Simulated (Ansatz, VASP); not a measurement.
**One calculation of BaMg3H4, two programs**

```xyz
8
Lattice="3.9497 0.0000 0.0000 -1.9749 3.4206 0.0000 0.0000 0.0000 10.1225" Properties=species:S:1:pos:R:3 pbc="T T T"
Ba    0.0000    0.0000    6.9686
Mg    0.0000    0.0000    1.8513
Mg    0.0000    2.2804    4.0494
Mg    1.9749    1.1402    9.8885
H     0.0000    0.0000    9.9847
H     0.0000    2.2804    1.9792
H     0.0000    0.0000    3.7355
H     1.9749    1.1402    8.0563
```

Alike in both runs: functional PBE; k mesh 6 × 6 × 2; occupations gaussian, width 0.1 eV; no spin polarisation.

Ansatz relaxed the structure, and its values are those at the end. VASP's run is a single point on that final structure, the one shown.

|  | VASP | Ansatz |
| --- | --- | --- |
| version | VASP 6.6.1 | Ansatz 0.2.0 |
| potentials or method | VASP PAW PBE potentials, release 64 (Ba_sv, Mg, H), cutoff 520 eV | scalar-relativistic, plane waves, PAW |
| valence electrons in the cell | 20 | 44 |

```tsv
	VASP	Ansatz	Ansatz less VASP
gap on the k mesh at the Fermi level (eV)	none	none	-
pressure (GPa)	0.1	0.0	-0.10
rms of the force components (eV/Å)	0.018	0.012	-0.0060
```

A gap of «none» marks a metal or a gap that the smearing closes. VASP's potentials hold 20 valence electrons a cell and Ansatz's 44, so a difference there can come from the potentials and not from the codes.

Spin-orbit coupling is off throughout.
